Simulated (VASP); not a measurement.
# PbO in VASP: notebook, part 2 of 2

VASP 6.6.1.

**3. Single point, PBE (atom 4 (O) moved 0.05 Å along z)**

INCAR

```
  PREC = Accurate
  ENCUT = 520
  EDIFF = 1E-6
  ISMEAR = 0
  SIGMA = 0.05
  LREAL = F
  LASPH = T
  NELM = 80
  ALGO = Normal
  ISIF = 2
  LWAVE = F
  LCHARG = F
  GGA = PE
  NBANDS = 28
```

KPOINTS

```
regular mesh
0
Gamma
  10 10 6
```

POSCAR

```
PbO
1.0
    4.1996609317      0.0000000000      0.0000000000
   -2.0998304658      3.6370130541      0.0000000000
    0.0000000000      0.0000000000      5.8509445696
Pb O
2 2
Direct
    0.6666666667      0.3333333333      0.0144180024
    0.3333333333      0.6666666667      0.5144180024
    0.6666666667      0.3333333333      0.6107819976
    0.3333333333      0.6666666667      0.1193276263
```

Potentials or basis: VASP PAW PBE potentials, release 64 (Pb_d, O).

Launch:

```sh
$ cat potpaw_PBE.64/Pb_d/POTCAR potpaw_PBE.64/O/POTCAR > POTCAR
$ mpirun -np 1 vasp_std > vasp.out
```

OUTCAR:

```text
PREC = Accurate
   ENCUT = 520
   EDIFF = 1E-6
   ISMEAR = 0
   LREAL = F
   LASPH = T
   NELM = 80
   ISIF = 2
   GGA = PE

 ion  position               nearest neighbor table
   1  0.667  0.333  0.014-   3 2.36   4 2.50   4 2.50   4 2.50   2 3.80   2 3.80   2 3.80   2 3.80
                             2 3.80   2 3.80
   2  0.333  0.667  0.514-   4 2.31   3 2.49   3 2.49   3 2.49   1 3.80   1 3.80   1 3.80   1 3.80
                             1 3.80   1 3.80
   3  0.667  0.333  0.611-   1 2.36   2 2.49   2 2.49   2 2.49
   4  0.333  0.667  0.119-   2 2.31   1 2.50   1 2.50   1 2.50

  LATTYP: Found a hexagonal cell.
 ALAT       =     4.1996609317
 C/A-ratio  =     1.3931945137

  Lattice vectors:

 A1 = (   4.1996609317,   0.0000000000,   0.0000000000)
 A2 = (  -2.0998304658,   3.6370130541,   0.0000000000)
 A3 = (   0.0000000000,   0.0000000000,   5.8509445696)

Analysis of symmetry for initial positions (statically):
=====================================================================
 Subroutine PRICEL returns:
 Original cell was already a primitive cell.

 Routine SETGRP: Setting up the symmetry group for a
 hexagonal supercell.

 Subroutine GETGRP returns: Found  6 space group operations
 (whereof  6 operations were pure point group operations)
 out of a pool of 24 trial point group operations.

The static configuration has the point symmetry C_3v.

Analysis of symmetry for dynamics (positions and initial velocities):
=====================================================================
 Subroutine PRICEL returns:
 Original cell was already a primitive cell.

 Routine SETGRP: Setting up the symmetry group for a
 hexagonal supercell.

 Subroutine GETGRP returns: Found  6 space group operations
 (whereof  6 operations were pure point group operations)
 out of a pool of 24 trial point group operations.

The dynamic configuration has the point symmetry C_3v.

 Subroutine INISYM returns: Found  6 space group operations
[... 121 lines left out ...]
     AMIX_MAG =   1.60;   BMIX_MAG =  1.00
  volume/ion in A,a.u.               =      22.34       150.77
  Fermi-wavevector in a.u.,A,eV,Ry     =   1.252275  2.366457 21.336566  1.568193
  Thomas-Fermi vector in A             =   2.386183
   LORBIT       =      0    0 simple, 1 ext, 2 COOP (PROOUT), +10 PAW based schemes
   GGA     = PE    functional components
   LHFCALC =     F    Hartree Fock is set to
   AEXX    =    0.0000 exact exchange contribution
   IVDW    =     0    specifies the selected vdW correction
   LEPSILON=     F    determine dielectric tensor
   LRPA    =     F    only Hartree local field effects (RPA)
 non-spin polarized calculation
 Gauss-broadening in eV      SIGMA  =   0.05
  energy-cutoff  :      520.00
  volume of cell :       89.37
 maximum number of plane-waves:      2439
 NGX is ok and might be reduce to    32
   NGX = 15   NGY = 15   NGZ = 21

 number of electron      40.0000005 magnetization

 Free energy of the ion-electron system (eV)
  ---------------------------------------------------
  ext. energy  EPLUGINS =         0.00000000
  ---------------------------------------------------
  free energy    TOTEN  =       -20.88425948 eV

  energy without entropy =      -20.88425948  energy(sigma->0) =      -20.88425948

 E-fermi :   4.3902     XC(G=0):  -9.2372

 val. band max:        4.1729061343   @ k =   0.3000   0.3000   0.1667
 cond. band min:       6.0455591153   @ k =   0.5000   0.0000   0.5000
 fundamental gap:      1.8726529810
 Fermi energy:         4.3901770896

 k-point     1 :       0.0000    0.0000    0.0000
  band No.  band energies     occupation
      1     -13.3630      2.00000
      2     -13.1205      2.00000
      3     -11.9235      2.00000
      4     -11.9235      2.00000
      5     -11.8834      2.00000
      6     -11.8834      2.00000
[... 733 lines left out ...]
     27      12.1088      0.00000
     28      13.9789      0.00000

 [... further k-points ...]

------------------------ aborting loop because EDIFF is reached ----------------------------------------

  FORCE on cell =-STRESS in cart. coord.  units (eV):
  Direction    XX          YY          ZZ          XY          YZ          ZX
  --------------------------------------------------------------------------------------
  -------------------------------------------------------------------------------------
  Total       -0.0078459     -0.0078459      0.3939077     -0.0000000      0.0000000      0.0000000
  in kB       -0.1406599     -0.1406599      7.0618740     -0.0000000      0.0000000      0.0000000
  external PRESSURE =       2.2601848 kB  Pullay stress =       0.0000000 kB

 VOLUME and BASIS-vectors are now :
 -----------------------------------------------------------------------------
  energy-cutoff  :      520.00
  volume of cell :       89.37
      direct lattice vectors                 reciprocal lattice vectors
     4.199660932  0.000000000  0.000000000     0.238114461  0.137475448  0.000000000
    -2.099830466  3.637013054  0.000000000     0.000000000  0.274950897  0.000000000
     0.000000000  0.000000000  5.850944570     0.000000000  0.000000000  0.170912575

 POSITION                                       TOTAL-FORCE (eV/Angst)
 -----------------------------------------------------------------------------------
      2.09983      1.21234      0.08436         0.000000      0.000000      0.029659
     -0.00000      2.42468      3.00983        -0.000000      0.000000      0.194403
      2.09983      1.21234      3.57365         0.000000     -0.000000      0.012189
     -0.00000      2.42468      0.69818         0.000000      0.000000     -0.236251
 -----------------------------------------------------------------------------------
    total drift:                                0.000000      0.000000     -0.000665

  FREE ENERGIE OF THE ION-ELECTRON SYSTEM (eV)
  ---------------------------------------------------
  free  energy   TOTEN  =       -20.8842594808 eV

  energy  without entropy=      -20.8842594808  energy(sigma->0) =      -20.88425948
```

OSZICAR:

```text
N       E                     dE             d eps       ncg     rms          rms(c)
DAV:   1     0.482388740699E+03    0.48239E+03   -0.19973E+04  4032   0.165E+03
DAV:   2     0.414249394373E+02   -0.44096E+03   -0.42324E+03  4164   0.447E+02
DAV:   3    -0.228185761976E+02   -0.64244E+02   -0.62485E+02  5192   0.186E+02
DAV:   4    -0.257531957259E+02   -0.29346E+01   -0.29263E+01  4652   0.425E+01
DAV:   5    -0.258497753680E+02   -0.96580E-01   -0.96569E-01  4844   0.820E+00    0.128E+01
DAV:   6    -0.214815654716E+02    0.43682E+01   -0.28254E+01  6160   0.364E+01    0.750E+00
DAV:   7    -0.209198360250E+02    0.56173E+00   -0.48401E+00  5208   0.156E+01    0.240E+00
DAV:   8    -0.208841373894E+02    0.35699E-01   -0.70609E-01  4208   0.626E+00    0.775E-01
DAV:   9    -0.208823454560E+02    0.17919E-02   -0.36139E-02  6052   0.154E+00    0.345E-01
DAV:  10    -0.208824756981E+02   -0.13024E-03   -0.35023E-03  4760   0.443E-01    0.174E-01
DAV:  11    -0.208842587583E+02   -0.17831E-02   -0.28813E-03  4236   0.366E-01    0.860E-02
DAV:  12    -0.208842277422E+02    0.31016E-04   -0.25795E-04  5656   0.161E-01    0.322E-02
DAV:  13    -0.208842448754E+02   -0.17133E-04   -0.65511E-05  4436   0.885E-02    0.697E-03
DAV:  14    -0.208842584086E+02   -0.13533E-04   -0.17199E-05  4236   0.285E-02    0.301E-03
DAV:  15    -0.208842595503E+02   -0.11417E-05   -0.23615E-06  3996   0.225E-02    0.196E-03
DAV:  16    -0.208842594808E+02    0.69493E-07   -0.32108E-07  2788   0.793E-03
   1 F= -.20884259E+02 E0= -.20884259E+02  d E =-.681746E-11
```

stdout:

```text
POSCAR found type information on POSCAR PbO
 POSCAR found :  2 types and       4 ions
 scaLAPACK will be used
 LDA part: xc-table for (Slater+PW92), standard interpolation
 POSCAR, INCAR and KPOINTS ok, starting setup
 FFT: planning ... GRIDC
 FFT: planning ... GRID_SOFT
 FFT: planning ... GRID
 WAVECAR not read
 entering main loop
```

Run time: 69 s. Hardware: 1 thread of Intel Xeon 6975P-C (Granite Rapids), shared host; peak memory 0.3 GiB.

Results:

- Free energy: -20.8843 eV
- Pressure: 0.2 GPa
- Largest force: 0.236 eV/Å
- Band gap on the k mesh: 1.87 eV (least direct gap 2.20 eV)

Forces in eV/Å, atoms in the order of the input:
```
Pb   0.000  0.000  0.030
Pb   0.000  0.000  0.194
O    0.000  0.000  0.012
O    0.000  0.000 -0.236
```

Caveat: the cell differs from its parent crystal (atom 4 (O) moved 0.05 Å along z); spin-orbit coupling is left out, which moves the levels of the heavy elements.
